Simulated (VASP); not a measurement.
## LiMgBN2: single point with PBEsol

Crystal: LiMgBN2.

```
Li Mg B N
1.0
    -1.93340    1.93340    4.95470
     1.93340   -1.93340    4.95470
     1.93340    1.93340   -4.95470
Li Mg B N
1 1 1 2
Cartesian
  1.9334 0.0000 2.4773
  0.0000 1.9334 2.4773
  0.0000 0.0000 4.9547
  0.0000 0.0000 6.4583
  0.0000 0.0000 3.4511
```

```json
{"Program": "VASP 6.6.1", "Task": "single point", "Functional": "PBEsol", "Potentials or basis": "VASP PAW PBE potentials, release 64 (Li_sv, Mg, B, N)", "Cutoff": "750 eV", "k mesh": "8 × 8 × 8", "Occupations": "gaussian, width 0.05 eV", "Spin": "no spin polarisation"}
```

The pressure is -17.3 GPa and the largest force is 4.477 eV/Å. The band gap on the k mesh is 2.14 eV (least direct gap 3.18 eV).

Forces in eV/Å, atoms in the order of the input:
```
Li   0.000  0.000  0.000
Mg   0.000  0.000  0.000
B    0.000  0.000  0.000
N    0.000  0.000 -4.477
N    0.000  0.000  4.477
```

Stress tensor (GPa, compression positive):
```
 -5.02   0.00   0.00
  0.00  -5.02   0.00
  0.00   0.00 -41.89
```

Levels at points of the mesh, in eV from the valence-band top:
```csv
k point,band 7,band 8,band 9,band 10,band 11,band 12
"(0.00, 0.00, 0.00)",-1.53,-1.11,-1.11,2.14,5.29,6.28
"(0.50, 0.00, 0.00)",-1.71,-1.26,-0.50,4.33,5.10,5.83
"(0.50, 0.50, 0.00)",-2.38,-1.75,-0.54,4.34,4.60,5.36
"(0.50, 0.50, 0.50)",-2.22,0.00,0.00,3.45,5.26,5.33
```

It took 7 min on 1 thread of Intel Xeon 8259CL, on a shared host, peak memory 0.5 GiB.

Caveat: the cell stands under tension; the PAW data sets were made with another functional, which shifts forces and pressure a little. A k mesh can miss the band edges.
